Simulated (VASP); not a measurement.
# Cs (Im-3m) in VASP: a series of runs

Runs on Cs. Level: RPBE. Tasks: single point.

Everything below comes from runs of VASP 6.6.1. Logs are shortened: lines on timing, memory, paths and dates and some standing lists are left out, and cuts for length are marked.

## (1) The cell of the first run

The structure is cubic, space group Im-3m (No. 229). The conventional cell has a = 6.566 Å, b = 6.566 Å, c = 6.566 Å, α = 90.00°, β = 90.00°, γ = 90.00°.

## (2) Single point, RPBE (141.55 Å³/atom)

File INCAR:

```
PREC = Accurate
ENCUT = 520
EDIFF = 1E-7
ISMEAR = -1
SIGMA = 0.1
LREAL = False
LASPH = True
NELM = 60
ALGO = Normal
ISIF = 2
LWAVE = False
LCHARG = False
GGA = RP
NBANDS = 10
```

File KPOINTS:

```
Automatic mesh
0
Gamma
  12 12 12
```

File POSCAR:

```
Cs
1.0
   -3.2831262320      3.2831262320      3.2831262320
    3.2831262320     -3.2831262320      3.2831262320
    3.2831262320      3.2831262320     -3.2831262320
Cs
1
Direct
    0.0000000000      0.0000000000      0.0000000000
```

Potentials or basis: VASP PAW PBE potentials, release 64 (Cs_sv).

The run is started by

```bash
> cat potpaw_PBE.64/Cs_sv/POTCAR > POTCAR
> mpirun -np 1 vasp_std > vasp.out
```

OUTCAR:

```text
PREC = Accurate
   ENCUT = 520
   EDIFF = 1E-7
   ISMEAR = -1
   LREAL = False
   LASPH = True
   NELM = 60
   ISIF = 2
   GGA = RP

 ion  position               nearest neighbor table
   1  0.000  0.000  0.000-

  LATTYP: Found a body centered cubic cell.
 ALAT       =     6.5662524640

  Lattice vectors:

 A1 = (  -3.2831262320,   3.2831262320,   3.2831262320)
 A2 = (   3.2831262320,  -3.2831262320,   3.2831262320)
 A3 = (   3.2831262320,   3.2831262320,  -3.2831262320)

Analysis of symmetry for initial positions (statically):
=====================================================================
 Subroutine PRICEL returns:
 Original cell was already a primitive cell.

 Routine SETGRP: Setting up the symmetry group for a
 body centered cubic supercell.

 Subroutine GETGRP returns: Found 48 space group operations
 (whereof 48 operations were pure point group operations)
 out of a pool of 48 trial point group operations.

The static configuration has the point symmetry O_h .

Analysis of symmetry for dynamics (positions and initial velocities):
=====================================================================
 Subroutine PRICEL returns:
 Original cell was already a primitive cell.

 Routine SETGRP: Setting up the symmetry group for a
 body centered cubic supercell.

 Subroutine GETGRP returns: Found 48 space group operations
 (whereof 48 operations were pure point group operations)
 out of a pool of 48 trial point group operations.

The dynamic configuration has the point symmetry O_h .

 Subroutine INISYM returns: Found 48 space group operations
 (whereof 48 operations are pure point group operations),
 and found     1 'primitive' translations

----------------------------------------------------------------------------------------

                                     Primitive cell

  volume of cell :     141.5542

  direct lattice vectors                    reciprocal lattice vectors
    -3.283126232  3.283126232  3.283126232     0.000000000  0.152293870  0.152293870
     3.283126232 -3.283126232  3.283126232     0.152293870  0.000000000  0.152293870
     3.283126232  3.283126232 -3.283126232     0.152293870  0.152293870  0.000000000

  length of vectors
     5.686541441  5.686541441  5.686541441     0.215376057  0.215376057  0.215376057
[... 79 lines left out ...]
   EDIFF  = 0.1E-06   stopping-criterion for ELM
   LREAL  =      F    real-space projection
   EDIFFG = 0.1E-05   stopping-criterion for IOM
   NSW    =      0    number of steps for IOM
   IBRION =     -1    ionic relax: 0-MD 1-quasi-New 2-CG
   NFREE  =      0    steps in history (QN), initial steepest desc. (CG)
   ISIF   =      2    stress and relaxation
   ISYM   =      2    0-nonsym 1-usesym 2-fastsym
   POTIM  = 0.5000    time-step for ionic-motion
   TEBEG  =    0.0;   TEEND  =   0.0 temperature during run
   PSTRESS=    0.0 pullay stress
   NELECT =       9.0000    total number of electrons
   NUPDOWN=      -1.0000    fix difference up-down
   EMIN   =  10.00;   EMAX   =-10.00  energy-range for DOS
   EFERMI =   0.00;   METHOD = LEGACY
   ISMEAR =    -1;   SIGMA  =   0.10  broadening in eV -4-tet -1-fermi 0-gaus
   EFERMI_NEDOS =   21; number of points for ismear=-14 and -15
   IALGO  =     38    algorithm
   IMIX   =      4    mixing-type and parameters
     AMIX     =   0.40;   BMIX     =  1.00
     AMIX_MAG =   1.60;   BMIX_MAG =  1.00
  volume/ion in A,a.u.               =     141.55       955.25
  Fermi-wavevector in a.u.,A,eV,Ry     =   0.653403  1.234753  5.808818  0.426936
  Thomas-Fermi vector in A             =   1.723632
   LORBIT       =      0    0 simple, 1 ext, 2 COOP (PROOUT), +10 PAW based schemes
   GGA     = RP    functional components
   LHFCALC =     F    Hartree Fock is set to
   AEXX    =    0.0000 exact exchange contribution
   IVDW    =     0    specifies the selected vdW correction
   LEPSILON=     F    determine dielectric tensor
   LRPA    =     F    only Hartree local field effects (RPA)
 non-spin polarized calculation
  energy-cutoff  :      520.00
  volume of cell :      141.55
 maximum number of plane-waves:      3884
   NGX = 21   NGY = 21   NGZ = 21

 number of electron       8.9999999 magnetization

 Free energy of the ion-electron system (eV)
  ---------------------------------------------------
  ext. energy  EPLUGINS =         0.00000000
  ---------------------------------------------------
  free energy    TOTEN  =        -0.75537169 eV

  energy without entropy =       -0.71305897  energy(sigma->0) =       -0.73421533

 E-fermi :   0.1076     XC(G=0):  -4.7888

 val. band max:        0.0843434383   @ k =   0.3333   0.0833   0.0833
 cond. band min:       0.1101705911   @ k =  -0.3333   0.4167   0.1667
 fundamental gap:      0.0258271528
 Fermi energy:         0.1076071848

 k-point     1 :       0.0000    0.0000    0.0000
  band No.  band energies     occupation
      1     -23.9299      2.00000
      2     -10.7103      2.00000
      3     -10.7103      2.00000
      4     -10.7103      2.00000
      5      -1.3489      2.00000
      6       2.5103      0.00000
      7       2.5103      0.00000
      8       2.5103      0.00000
      9       3.2086      0.00000
     10       3.2086      0.00000
[... 287 lines left out ...]
 k-point    24 :       0.4167    0.0833    0.0833
  band No.  band energies     occupation
      1     -23.9276      2.00000
      2     -10.7689      2.00000
      3     -10.7343      2.00000
      4     -10.7141      2.00000
      5       0.3655      0.14104
      6       0.8006      0.00195
      7       1.6117      0.00000
      8       2.9629      0.00000
      9       3.5974      0.00000
     10       3.7426      0.00000

 [... further k-points ...]

------------------------ aborting loop because EDIFF is reached ----------------------------------------

  FORCE on cell =-STRESS in cart. coord.  units (eV):
  Direction    XX          YY          ZZ          XY          YZ          ZX
  --------------------------------------------------------------------------------------
  -------------------------------------------------------------------------------------
  Total       -0.0949715     -0.0949715     -0.0949715      0.0000000      0.0000000     -0.0000000
  in kB       -1.0749320     -1.0749320     -1.0749320      0.0000000      0.0000000     -0.0000000
  external PRESSURE =      -1.0749320 kB  Pullay stress =       0.0000000 kB

 VOLUME and BASIS-vectors are now :
 -----------------------------------------------------------------------------
  energy-cutoff  :      520.00
  volume of cell :      141.55
      direct lattice vectors                 reciprocal lattice vectors
    -3.283126232  3.283126232  3.283126232     0.000000000  0.152293870  0.152293870
     3.283126232 -3.283126232  3.283126232     0.152293870  0.000000000  0.152293870
     3.283126232  3.283126232 -3.283126232     0.152293870  0.152293870  0.000000000

 POSITION                                       TOTAL-FORCE (eV/Angst)
 -----------------------------------------------------------------------------------
      0.00000      0.00000      0.00000        -0.000000      0.000000     -0.000000
 -----------------------------------------------------------------------------------
    total drift:                               -0.000000      0.000000     -0.000000

  FREE ENERGIE OF THE ION-ELECTRON SYSTEM (eV)
  ---------------------------------------------------
  free  energy   TOTEN  =        -0.7553716892 eV

  energy  without entropy=       -0.7130589685  energy(sigma->0) =       -0.73421533
```

It took 47 s on 1 thread of Intel Xeon 6975P-C (Granite Rapids), shared host; peak memory 0.3 GiB.

What came out:

```
Free energy            : -0.7554 eV
Pressure               : -0.1 GPa
Band gap on the k mesh : zero (an odd number of electrons rules out a gap without spin polarisation)
```

Levels at points of the mesh, in eV from the Fermi level:
```csv
k point,band 2,band 3,band 4,band 5,band 6,band 7
"(0.00, 0.00, 0.00)",-10.82,-10.82,-10.82,-1.46,2.40,2.40
"(0.50, 0.00, 0.00)",-10.88,-10.84,-10.82,0.12,0.67,1.67
"(0.50, 0.50, 0.50)",-10.86,-10.86,-10.86,0.78,0.78,2.54
```

Caveat: the PAW data sets were made with another functional, which shifts forces and pressure a little; spin-orbit coupling is left out, which moves the levels of the heavy elements.

## (3) Single point, RPBE (146.80 Å³/atom)

This run uses another cell than the first one, of 146.80 Å³/atom.

File INCAR:

```
PREC     = Accurate       # precision mode
ENCUT    = 520            # plane-wave cutoff, eV
EDIFF    = 1E-6           # SCF threshold, eV
ISMEAR   = -1             # smearing method
SIGMA    = 0.1            # smearing width, eV
LREAL    = F              # projectors in reciprocal space
LASPH    = T              # aspherical terms in the spheres
NELM     = 80             # most SCF steps
ALGO     = Normal         # electronic algorithm
ISIF     = 2              # what is computed and relaxed
LWAVE    = F              # write WAVECAR
LCHARG   = F              # write CHGCAR
GGA      = RP             # functional
NBANDS   = 10             # bands
```

KPOINTS is that of step 2.

File POSCAR:

```
Cs
1.0
   -3.3231683031      3.3231683031      3.3231683031
    3.3231683031     -3.3231683031      3.3231683031
    3.3231683031      3.3231683031     -3.3231683031
Cs
1
Direct
    0.0000000000      0.0000000000      0.0000000000
```

Potentials or basis: VASP PAW PBE potentials, release 64 (Cs_sv).

The run is started by

```bash
> cat potpaw_PBE.64/Cs_sv/POTCAR > POTCAR
> mpirun -np 1 vasp_std > vasp.out
```

Wall time 44 s (1 thread of Intel Xeon 6975P-C (Granite Rapids), shared host); peak memory 0.35 GiB.

Results (log left out):

| Item | Value |
| --- | --- |
| Free energy | -0.7513 eV |
| Pressure | -0.1 GPa |
| Band gap on the k mesh | zero (an odd number of electrons rules out a gap without spin polarisation) |

Levels at points of the mesh, in eV from the Fermi level:
```tsv
k point	band 1	band 2	band 3	band 4	band 5	band 6	band 7	band 8
(0.00, 0.00, 0.00)	-24.06	-10.85	-10.85	-10.85	-1.42	2.38	2.38	2.38
(0.50, 0.00, 0.00)	-24.06	-10.90	-10.86	-10.85	0.13	0.65	1.67	2.84
(0.50, 0.50, 0.50)	-24.06	-10.89	-10.89	-10.89	0.81	0.81	2.47	2.47
```

Caveat: the PAW data sets were made with another functional, which shifts forces and pressure a little; spin-orbit coupling is left out, which moves the levels of the heavy elements.
